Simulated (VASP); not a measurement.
Set up this calculation in VASP 6.6.1, as the native input.

| Item | Value |
| --- | --- |
| Task | single point |
| Functional | HF |
| Potentials or basis | VASP PAW PBE potentials, release 64 (Li_sv, H) |
| Cutoff | 520 eV |
| k mesh | 7 × 7 × 7 |
| Occupations | fermi-dirac, width 0.01 eV |
| Spin | no spin polarisation |
| Dipole correction | no |
| Grid for exact exchange (PRECFOCK) | Normal |
| Further INCAR settings | ALGO = Normal; EDIFF = 1e-06; NBANDS = 9 |
| Share of exact exchange | 1 |

Crystal: LiH.

```xyz
2
Lattice="0.0000 2.0502 2.0502 2.0502 0.0000 2.0502 2.0502 2.0502 0.0000" Properties=species:S:1:pos:R:3 pbc="T T T"
Li    0.0000    0.0000    0.0000
H     2.0502    2.0502    2.0502
```

One way to write it, as run:

POSCAR

```
LiH
1.0
    0.0000000000      2.0502388037      2.0502388037
    2.0502388037      0.0000000000      2.0502388037
    2.0502388037      2.0502388037      0.0000000000
Li H
1 1
Direct
    0.0000000000      0.0000000000      0.0000000000
    0.5000000000      0.5000000000      0.5000000000
```

INCAR.step1

```
SYSTEM = LiH
ALGO = Normal
EDIFF = 1E-5
ENCUT = 520
GGA = PE
ISIF = 2
ISMEAR = -1
LASPH = .TRUE.
LREAL = .FALSE.
LWAVE = .TRUE.
NBANDS = 9
NELM = 80
PREC = Accurate
SIGMA = 0.01
```

INCAR.step2

```
SYSTEM = LiH
AEXX = 1.0
AGGAC = 0.0
ALDAC = 0.0
ALGO = Normal
EDIFF = 1E-6
ENCUT = 520
GGA = PE
ISIF = 2
ISMEAR = -1
ISTART = 1
LASPH = .TRUE.
LCHARG = .TRUE.
LELF = .TRUE.
LHFCALC = .TRUE.
LREAL = .FALSE.
LVHAR = .TRUE.
LWAVE = .FALSE.
NBANDS = 9
NELM = 80
PREC = Accurate
PRECFOCK = Normal
SIGMA = 0.01
```

KPOINTS

```
k-points
0
G
  7 7 7
  0 0 0
```

Potentials or basis: VASP PAW PBE potentials, release 64 (Li_sv, H).

Run with:

```console
$ cat potpaw_PBE.64/Li_sv/POTCAR potpaw_PBE.64/H/POTCAR > POTCAR
$ cp INCAR.step1 INCAR
$ mpirun -np 1 vasp_std > vasp.out
$ cp INCAR.step2 INCAR
$ mpirun -np 1 vasp_std > vasp.out
```

Results of the run:

The band gap on the k mesh is 11.49 eV.

Caveat: an odd mesh through Γ misses points on the zone boundary, where band edges can lie.

Wall time 6.7 min on 1 thread of AMD EPYC 7R13, with other jobs on the host, peak memory 0.14 GiB.
